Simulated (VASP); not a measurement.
# Fe (Fm-3m) in VASP: a series of runs, part 2 of 2

VASP 6.6.1. The steps go on from the part before.

## 3. Single point, PBE, collinear spin, ferromagnetic start

File INCAR:

```
PREC     = Accurate       # precision mode
ENCUT    = 520            # plane-wave cutoff, eV
EDIFF    = 1E-7           # SCF threshold, eV
ISMEAR   = 0              # smearing method
SIGMA    = 0.05           # smearing width, eV
LREAL    = False          # projectors in reciprocal space
LASPH    = True           # aspherical terms in the spheres
NELM     = 150            # most SCF steps
ALGO     = Normal         # electronic algorithm
ISIF     = 2              # what is computed and relaxed
LWAVE    = False          # write WAVECAR
LCHARG   = False          # write CHGCAR
ISPIN    = 2              # spin polarisation
MAGMOM   = 0.4 0.4        # initial moments
LORBIT   = 11             # projections on sites
LMAXMIX  = 4              # l up to which the mixer works
GGA      = PE             # functional
NBANDS   = 19             # bands
```

File KPOINTS:

```
Automatic mesh
0
Gamma
  12 12 6
```

File POSCAR:

```
Fe
1.0
    0.0000000000      1.7450000000      1.7450000000
    1.7450000000      0.0000000000      1.7450000000
    3.4900000000      3.4900000000      0.0000000000
Fe
2
Direct
    0.0000000000      0.0000000000      0.0000000000
    0.0000000000      0.0000000000      0.5000000000
```

Potentials or basis: VASP PAW PBE potentials, release 64 (Fe).

Command:

```sh
$ cat potpaw_PBE.64/Fe/POTCAR > POTCAR
$ mpirun -np 1 vasp_std > vasp.out
```

Run time: 48 s. Hardware: 1 thread of AMD EPYC 9R45 (Zen 5), shared host; peak memory 0.15 GiB.

The run converged. Its results:

```yaml
Free_energy: -16.1461 eV
Pressure: -10.1 GPa
Net_moment: 0.05 μB per cell
Site_moments: Fe +0.03 μB
Valence_electrons_inside_the_program's_atomic_spheres: Fe 7.41
```

Levels at points of the mesh, in eV from the Fermi level:
Spin up:
```
           k point  band 6  band 7  band 8  band 9  band 10  band 11
(0.00, 0.00, 0.00)   -1.55   -1.55   -0.11   -0.11     0.20     0.91
(0.50, 0.00, 0.00)    0.20    0.87    0.91    0.91     1.18     1.18
(0.00, 0.00, 0.50)   -1.30   -1.30   -1.30    0.02     0.02     0.02
(0.50, 0.00, 0.50)   -1.57   -0.48   -0.48    0.99     0.99     3.76
```
Spin down:
| k point | band 4 | band 5 | band 6 | band 7 | band 8 | band 9 | band 10 | band 11 | band 12 | band 13 |
| --- | --- | --- | --- | --- | --- | --- | --- | --- | --- | --- |
| (0.00, 0.00, 0.00) | -1.62 | -1.54 | -1.54 | -1.54 | -0.05 | -0.05 | 0.20 | 0.94 | 0.94 | 7.97 |
| (0.50, 0.00, 0.00) | -1.62 | -1.62 | 0.20 | 0.93 | 0.94 | 0.94 | 1.19 | 1.19 | 3.16 | 7.97 |
| (0.00, 0.00, 0.50) | -2.04 | -1.28 | -1.28 | -1.28 | -1.28 | 0.06 | 0.06 | 0.06 | 0.06 | 15.94 |
| (0.50, 0.00, 0.50) | -3.06 | -1.56 | -1.56 | -0.44 | -0.44 | 1.02 | 1.02 | 3.78 | 3.78 | 10.16 |

## 4. Single point, PBE, collinear spin, antiferromagnetic start

File INCAR:

```
SYSTEM = Fe
  PREC = Accurate
  ENCUT = 520
  EDIFF = 1E-7
  ISMEAR = 0
  SIGMA = 0.05
  LREAL = .False.
  LASPH = .True.
  NELM = 150
  ALGO = Normal
  ISIF = 2
  LWAVE = .False.
  LCHARG = .True.
  ISPIN = 2
  MAGMOM = 2.6 -2.6
  LORBIT = 11
  LMAXMIX = 4
  GGA = PE
  LELF = .True.
  LVHAR = .True.
  NBANDS = 19
```

File KPOINTS:

```
Automatic mesh
0
Gamma
  12 12 6
  0 0 0
```

POSCAR is that of step 3.

Potentials or basis: VASP PAW PBE potentials, release 64 (Fe).

Command:

```sh
$ cat potpaw_PBE.64/Fe/POTCAR > POTCAR
$ mpirun -np 1 vasp_std > vasp.out
```

OUTCAR:

```text
SYSTEM = Fe
   PREC = Accurate
   ENCUT = 520
   EDIFF = 1E-7
   ISMEAR = 0
   LREAL = .False.
   LASPH = .True.
   NELM = 150
   ISIF = 2
   ISPIN = 2
   LORBIT = 11
   GGA = PE

 ion  position               nearest neighbor table
   1  0.000  0.000  0.000-   2 2.47   2 2.47   2 2.47   2 2.47   2 2.47   2 2.47
   2  0.000  0.000  0.500-   1 2.47   1 2.47   1 2.47   1 2.47   1 2.47   1 2.47

  LATTYP: Found a trigonal (rhomboedric) cell.
 ALAT       =     4.2743596012
 COS(alpha) =     0.8333333333

  Lattice vectors:

 A1 = (   3.4900000000,   1.7450000000,  -1.7450000000)
 A2 = (   1.7450000000,   1.7450000000,  -3.4900000000)
 A3 = (   1.7450000000,   3.4900000000,  -1.7450000000)

Analysis of symmetry for initial positions (statically):
=====================================================================
 Subroutine PRICEL returns following result:

  LATTYP: Found a face centered cubic cell.
 ALAT       =     3.4900000000
[... 12 lines left out ...]
 Subroutine GETGRP returns: Found 12 space group operations
 (whereof 12 operations were pure point group operations)
 out of a pool of 12 trial point group operations.

[... 758 lines left out ...]
      1      -2.2261      1.00000
      2       1.7469      1.00000
      3       4.5283      1.00000
      4       4.5283      1.00000
      5       4.8953      1.00000
      6       4.9953      1.00000
[... 517 lines left out ...]
     18      29.4088      0.00000
     19      29.9217      0.00000

 [... further k-points ...]
[... 5 lines left out ...]
  --------------------------------------------------------------------------------------
  -------------------------------------------------------------------------------------
  Total       -0.3719176     -0.3719176     -0.3719176      0.3782088     -0.3782088     -0.3782088
  in kB      -28.0356732    -28.0356732    -28.0356732     28.5099173    -28.5099173    -28.5099173
  external PRESSURE =     -28.0356732 kB  Pullay stress =       0.0000000 kB

 VOLUME and BASIS-vectors are now :
 -----------------------------------------------------------------------------
  energy-cutoff  :      520.00
  volume of cell :       21.25
      direct lattice vectors                 reciprocal lattice vectors
     0.000000000  1.745000000  1.745000000    -0.286532951  0.286532951  0.286532951
     1.745000000  0.000000000  1.745000000     0.286532951 -0.286532951  0.286532951
     3.490000000  3.490000000  0.000000000     0.143266476  0.143266476 -0.143266476

 POSITION                                       TOTAL-FORCE (eV/Angst)
 -----------------------------------------------------------------------------------
      0.00000      0.00000      0.00000        -0.000000     -0.000000     -0.000000
      1.74500      1.74500      0.00000         0.000000      0.000000      0.000000
 -----------------------------------------------------------------------------------
    total drift:                               -0.000000     -0.000000      0.000000

  FREE ENERGIE OF THE ION-ELECTRON SYSTEM (eV)
  ---------------------------------------------------
  free  energy   TOTEN  =       -16.1761702703 eV

  energy  without entropy=      -16.1739327666  energy(sigma->0) =      -16.17505152

 total charge

# of ion       s       p       d       tot
------------------------------------------
    1        0.521   0.599   6.288   7.408
    2        0.521   0.599   6.288   7.408
--------------------------------------------------
tot          1.042   1.197  12.576  14.815

 magnetization (x)

# of ion       s       p       d       tot
------------------------------------------
    1        0.004   0.013   1.115   1.131
    2       -0.004  -0.013  -1.115  -1.131
--------------------------------------------------
tot          0.000   0.000   0.000   0.000
```

OSZICAR:

```text
N       E                     dE             d eps       ncg     rms          rms(c)
DAV:   1     0.757619898078E+02    0.75762E+02   -0.71769E+03  8056   0.112E+03
DAV:   2    -0.153244630394E+02   -0.91086E+02   -0.79864E+02  7502   0.204E+02
DAV:   3    -0.188258389251E+02   -0.35014E+01   -0.33220E+01  8315   0.512E+01
DAV:   4    -0.188532152229E+02   -0.27376E-01   -0.27360E-01  8410   0.426E+00
DAV:   5    -0.188535037395E+02   -0.28852E-03   -0.28851E-03  8388   0.407E-01    0.176E+01
DAV:   6    -0.163497267490E+02    0.25038E+01   -0.74029E+00  8100   0.576E+01    0.608E+00
DAV:   7    -0.162058826454E+02    0.14384E+00   -0.68397E-01  8969   0.147E+01    0.363E+00
DAV:   8    -0.161899842795E+02    0.15898E-01   -0.11245E-02  8894   0.127E+00    0.104E+00
DAV:   9    -0.161784723483E+02    0.11512E-01   -0.52882E-03 12494   0.137E+00    0.452E-01
DAV:  10    -0.161761443838E+02    0.23280E-02   -0.41070E-03 11466   0.102E+00    0.157E-01
DAV:  11    -0.161761614446E+02   -0.17061E-04   -0.19898E-04 11255   0.158E-01    0.106E-01
DAV:  12    -0.161761684060E+02   -0.69614E-05   -0.34374E-05 12840   0.100E-01    0.352E-02
DAV:  13    -0.161761685966E+02   -0.19057E-06   -0.54325E-06 10527   0.284E-02    0.801E-03
DAV:  14    -0.161761700152E+02   -0.14185E-05   -0.12192E-06 10946   0.158E-02    0.253E-03
DAV:  15    -0.161761701835E+02   -0.16834E-06   -0.62864E-08  4684   0.308E-03    0.140E-03
DAV:  16    -0.161761702703E+02   -0.86780E-07   -0.31480E-08  4255   0.159E-03
   1 F= -.16176170E+02 E0= -.16175052E+02  d E =-.223750E-02  mag=    -0.0000
```

Run time: 53 s. Hardware: 1 thread of AMD EPYC 9R45 (Zen 5), shared host; peak memory 0.15 GiB.

Results:

| Quantity | Value |
| --- | --- |
| Free energy | -16.1762 eV |
| Pressure | -2.8 GPa |
| Band gap on the k mesh | zero (filled and empty bands overlap) |
| Net moment | 0.00 μB per cell |
| Site moments | Fe +1.13, -1.13 μB |
| Valence electrons inside the program's atomic spheres | Fe 7.41 |

Stress tensor (GPa, compression positive):
```
-2.80  2.85 -2.85
 2.85 -2.80 -2.85
-2.85 -2.85 -2.80
```

## 5. Single point, PBE, collinear spin

File INCAR:

```
ALGO = Normal
EDIFF = 1E-7
ENCUT = 520
GGA = PE
ISIF = 2
ISMEAR = 0
ISPIN = 2
LASPH = True
LCHARG = False
LMAXMIX = 4
LORBIT = 11
LREAL = False
LWAVE = False
MAGMOM = 0 4
NBANDS = 19
NELM = 150
PREC = Accurate
SIGMA = 0.05
```

File KPOINTS:

```
k-points
0
Gamma
  12 12 6
```

POSCAR is that of step 4.

Command:

```sh
$ cat potpaw_PBE.64/Fe/POTCAR > POTCAR
$ mpirun -np 1 vasp_std > vasp.out
```

It took 3 min on 1 thread of AMD EPYC 9R45 (Zen 5), shared host; peak memory 0.16 GiB.

The run converged. Its results:

* Free energy: -16.1604 eV
* Pressure: -4.4 GPa
* Net moment: 1.07 μB per cell
* Site moments: Fe -0.20, +1.25 μB
* Valence electrons inside the program's atomic spheres: Fe 7.42, 7.40

Stress tensor (GPa, compression positive):
```
-4.41  1.13 -1.13
 1.13 -4.41 -1.13
-1.13 -1.13 -4.41
```

Levels at points of the mesh, in eV from the Fermi level:
Spin up:
```tsv
k point	band 6	band 7	band 8	band 9	band 10	band 11
(0.00, 0.00, 0.00)	-1.76	-1.76	-0.57	-0.57	0.07	0.74
(0.50, 0.00, 0.00)	0.07	0.22	0.55	0.67	0.97	1.13
(0.00, 0.00, 0.50)	-1.94	-1.27	-1.27	-0.84	-0.84	0.16
(0.50, 0.00, 0.50)	-1.55	-1.32	-0.36	0.30	1.04	3.37
```
Spin down:
```
           k point  band 3  band 4  band 5  band 6  band 7  band 8  band 9  band 10  band 11  band 12
(0.00, 0.00, 0.00)   -1.59   -1.59   -1.45   -1.28   -1.28    0.10    0.24     0.24     1.27     1.27
(0.50, 0.00, 0.00)   -3.91   -1.49   -1.39    0.12    0.95    1.14    1.34     1.36     1.63     3.08
(0.00, 0.00, 0.50)   -2.17   -1.80   -1.36   -1.36   -0.80   -0.80   -0.11    -0.11     0.74     0.74
(0.50, 0.00, 0.50)   -3.23   -2.71   -1.69   -1.29   -0.63    0.17    0.96     1.62     3.72     4.03
```

Caveat: the moment fell far below its start of 4 μB, so a state of higher moment may lie lower in energy.

## 6. Summary

| spin | gap on the mesh (eV) | pressure (GPa) | moment (μB) |
| --- | --- | --- | --- |
| collinear, ferromagnetic start | none | -10.1 | 0.05 |
| collinear, antiferromagnetic start | none | -2.8 | 0.00 |
| collinear | none | -4.4 | 1.07 |

Alike in all rows: task single point; level PBE; potentials or basis VASP PAW PBE potentials, release 64 (Fe); cell as given; k mesh 12 × 12 × 6; cutoff (eV) 520; smearing gaussian 0.05 eV.

Every run on the cell as given and a fine mesh finds a metal.

Caveats: the moment fell far below its start of 4 μB, so a state of higher moment may lie lower in energy (some runs).

Total energies depend on the potentials used, so only differences within one code and one set of settings carry meaning.
